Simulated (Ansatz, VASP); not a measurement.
**One calculation of ZnO, two programs**

File INCAR:

```
PREC = Accurate
ENCUT = 520
EDIFF = 1E-6
ISMEAR = 0
SIGMA = 0.05
LREAL = False
LASPH = True
NELM = 80
ALGO = Normal
ISIF = 2
LWAVE = False
LCHARG = False
GGA = CA
NBANDS = 16
```

The input KPOINTS:

```
Automatic mesh
0
Gamma
  12 12 12
```

Contents of POSCAR:

```
ZnO
1.0
    0.0000000000      2.4352389001      1.7217139024
    2.4352389001      0.0000000000      1.7217139024
    2.4352389001      2.4352389001      0.0000000000
Zn O
1 1
Direct
    0.0000000000      0.0000000000      0.0000000000
    0.5000000000      0.5000000000      0.5000000000
```

Input for Ansatz:

```yaml
crystal:
  lattice:
    - [0.0, 2.4352389001, 1.7217139024]
    - [2.4352389001, 0.0, 1.7217139024]
    - [2.4352389001, 2.4352389001, 0.0]
  atoms:
    - { symbol: Zn, position: [0.0, 0.0, 0.0] }
    - { symbol: O, position: [0.5, 0.5, 0.5] }
basis:
  ecutwfc: 420
kpoints:
  mp_grid: { grid: [12, 12, 12] }
hamiltonian:
  xc: lda
scf:
  occupations: { method: gaussian, width: 0.05 }
output:
  forces: true
  stress: true
  eigenvalues: true
```

Alike in both runs: task single point; functional LDA; k mesh 12 × 12 × 12; occupations gaussian, width 0.05 eV; no spin polarisation.

|  | VASP | Ansatz |
| --- | --- | --- |
| version | VASP 6.6.1 | Ansatz 0.2.0 |
| potentials or method | VASP PAW LDA potentials, release 64 (Zn, O), cutoff 520 eV | scalar-relativistic, plane waves, PAW |
| valence electrons in the cell | 18 | 18 |

Ansatz gave:

* gap on the k mesh at the Fermi level (eV): 1.52
* least direct gap on the mesh (eV): 3.21
* pressure (GPa): 20.9
* traceless stress, the component that is largest in VASP (GPa): 41.76

Estimate VASP's values.

gap on the k mesh at the Fermi level (eV): 1.53; least direct gap on the mesh (eV): 3.19; pressure (GPa): 23.3; traceless stress, the component that is largest in VASP (GPa): 45.56.

LDA's correlation is that of Perdew and Zunger in VASP and of Perdew and Wang (1992) in Ansatz.
